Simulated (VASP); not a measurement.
Set up this calculation in VASP 6.6.1, as the native input.

- Task: single point
- Functional: PBE
- Potentials or basis: VASP PAW PBE potentials, release 64 (Ba_sv, Sr_sv, O)
- Cutoff: 520 eV
- k mesh: 6 × 6 × 4
- Occupations: gaussian, width 0.1 eV
- Spin: no spin polarisation
- Dipole correction: no
- Further INCAR settings: ALGO = Normal; EDIFF = 1e-06; NBANDS = 29

The structure of BaSr2O2 lies in POSCAR:

```
BaSr2O2
1.0
    4.4695030239      0.0000000000      0.0000000000
   -2.2347515119      3.8707031610      0.0000000000
    0.0000000000      0.0000000000      7.5883405605
Ba Sr O
1 2 2
Direct
    0.0000000000      0.0000000000      0.0000000000
    0.3333333333      0.6666666667      0.6200000000
    0.6666666667      0.3333333333      0.3800000000
    0.3333333333      0.6666666667      0.2600000000
    0.6666666667      0.3333333333      0.7400000000
```

The input as run:

INCAR

```
PREC = Accurate
ENCUT = 520
EDIFF = 1E-6
ISMEAR = 0
SIGMA = 0.1
LREAL = False
LASPH = True
NELM = 80
ALGO = Normal
ISIF = 2
LWAVE = False
LCHARG = False
GGA = PE
NBANDS = 29
```

KPOINTS

```
regular mesh
0
Gamma
  6 6 4
```

Potentials or basis: VASP PAW PBE potentials, release 64 (Ba_sv, Sr_sv, O).

The run is started by

```console
$ cat potpaw_PBE.64/Ba_sv/POTCAR potpaw_PBE.64/Sr_sv/POTCAR potpaw_PBE.64/O/POTCAR > POTCAR
$ mpirun -np 1 vasp_std > vasp.out
```

It gave:

The pressure is -4.4 GPa, the largest force is 1.074 eV/Å and the band gap on the k mesh is zero (bands 21 and 22 overlap by 0.22 eV).

Caveat: the cell stands under tension; spin-orbit coupling is left out, which moves the levels of the heavy elements; forces of over 1 eV/Å act on the atoms, so gaps and moduli don't describe the material at rest.

Run time: 41 s on 1 thread of Intel(R) Xeon(R) 6975P-C (Granite Rapids), with other jobs on the host, peak memory 0.3 GiB.
